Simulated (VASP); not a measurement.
Write the native input for VASP 6.6.1 that does the following.

```yaml
Task: single point
Functional: PBE
Potentials_or_basis: VASP PAW PBE potentials, release 64 (Be, Te)
Cutoff: 600 eV
k_mesh: 4 × 4 × 4
Occupations: fermi-dirac, width 0.00861733 eV
Spin: collinear spin, zero start
Starting_moments: "[0.0, 0.0] μB"
Dipole_correction: no
Further_INCAR_settings: ALGO = Normal; EDIFF = 1e-06; NBANDS = 15
```

The structure of BeTe lies in POSCAR:

```
BeTe
1.0
    0.0000000000      2.8314587876      2.8314587876
    2.8314587876      0.0000000000      2.8314587876
    2.8314587876      2.8314587876      0.0000000000
Be Te
1 1
Direct
    0.0000000000      0.0000000000      0.0000000000
    0.7500000000      0.7500000000      0.7500000000
```

These files were run (other wordings do the same):

INCAR

```
SYSTEM = BeTe
  PREC = Accurate
  ENCUT = 600
  EDIFF = 1E-6
  ISMEAR = -1
  SIGMA = 0.008617333262145177
  LREAL = .False.
  LASPH = .True.
  NELM = 200
  ALGO = Normal
  ISIF = 2
  LWAVE = .False.
  LCHARG = .False.
  ISPIN = 2
  MAGMOM = 0 0
  LORBIT = 11
  GGA = PE
  NBANDS = 15
  GGA_COMPAT = .False.
```

KPOINTS

```
regular mesh
0
Gamma
  4 4 4
  0 0 0
```

Potentials or basis: VASP PAW PBE potentials, release 64 (Be, Te).

The run is started by

```bash
$ cat potpaw_PBE.64/Be/POTCAR potpaw_PBE.64/Te/POTCAR > POTCAR
$ mpirun -np 1 vasp_std > vasp.out
```

Results of the run:

```
Pressure                                              : 0.6 GPa
Band gap on the k mesh                                : 2.00 eV, indirect (least direct gap 3.61 eV)
Net moment                                            : 0.00 μB per cell
Valence electrons inside the program's atomic spheres : Be 0.93; Te 3.50
```

Caveat: the k points lie up to 0.48 Å⁻¹ apart; spin-orbit coupling is left out, which moves the levels of the heavy elements.

Run time: 13 s on 1 thread of Intel(R) Xeon(R) Platinum 8488C (Sapphire Rapids), with other jobs on the host, peak memory 0.19 GiB.
